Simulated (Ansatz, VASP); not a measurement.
## AlNi3 in VASP and in Ansatz

```
Al Ni
1.0
     0.35415    3.01557    3.01557
     3.01557    0.35415    3.01557
     3.01557    3.01557    0.35415
Al Ni
1 3
Direct
  0.50000 0.50000 0.50000
  0.25000 0.25000 0.25000
  0.00000 0.00000 0.00000
  0.75000 0.75000 0.75000
```

Alike in both runs: task single point; functional PBEsol; k mesh 14 × 14 × 14; occupations gaussian, width 0.15 eV; no spin polarisation.

```csv
,VASP,Ansatz
version,VASP 6.6.1,Ansatz 0.2.0
potentials or method,"VASP PAW PBE potentials, release 64 (Al, Ni), cutoff 520 eV","scalar-relativistic, plane waves, PAW"
valence electrons in the cell,33,57
```

```csv
,VASP,Ansatz,Ansatz less VASP
gap on the k mesh at the Fermi level (eV),none,none,-
pressure (GPa),0.0,-0.1,-0.10
"traceless stress, the component that is largest in VASP (GPa)",-11.23,-11.32,-0.090
rms of the force components (eV/Å),0.034,0.038,+0.0042
```

VASP's potentials were made for PBE, not for PBEsol, and Ansatz warns of the same on its side. Atom by atom the forces differ by 0.004 eV/Å (rms over components). A gap of «none» marks a metal or a gap that the smearing closes. VASP's potentials hold 33 valence electrons a cell and Ansatz's 57, so a difference there can come from the potentials and not from the codes.
